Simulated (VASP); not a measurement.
A run of VASP 6.6.1 is set up as follows.

Contents of INCAR:

```
SYSTEM = Au
ALGO     = Normal         ! electronic algorithm
EDIFF    = 1E-6           ! SCF threshold, eV
ENCUT    = 520            ! plane-wave cutoff, eV
GGA      = PS             ! functional
ISIF     = 2              ! what is computed and relaxed
ISMEAR   = 0              ! smearing method
LASPH    = .TRUE.         ! aspherical terms in the spheres
LCHARG   = .TRUE.         ! write CHGCAR
LELF     = .TRUE.         ! ELF
LREAL    = .FALSE.        ! projectors in reciprocal space
LVHAR    = .TRUE.       
LWAVE    = .FALSE.        ! write WAVECAR
NBANDS   = 12             ! bands
NELM     = 80             ! most SCF steps
PREC     = Accurate       ! precision mode
SIGMA    = 0.15           ! smearing width, eV
```

KPOINTS

```
k-points
0
G
  20 20 20
  0 0 0
```

File POSCAR:

```
Au
1.0
   -1.5744055500      1.5744055500      1.6158372750
    1.5744055500     -1.5744055500      1.6158372750
    1.5744055500      1.5744055500     -1.6158372750
Au
1
Direct
    0.0000000000      0.0000000000      0.0000000000
```

Potentials or basis: VASP PAW PBE potentials, release 64 (Au).

Launch:

```console
$ cat potpaw_PBE.64/Au/POTCAR > POTCAR
$ mpirun -np 1 vasp_std > vasp.out
```

Q: Predict the pressure.

A: 12.5 GPa.

Q: Predict the band gap on the k mesh.

A: Zero (an odd number of electrons rules out a gap without spin polarisation).

Stress tensor (GPa, compression positive):
```
12.52  0.00  0.00
 0.00 12.52  0.00
 0.00  0.00 12.60
```

Caveat: the cell differs from its parent crystal (strain -0.050 along x and y, -0.025 along z); the cell stands under pressure; the PAW data sets were made with another functional, which shifts forces and pressure a little; spin-orbit coupling is left out, which moves the levels of the heavy elements.
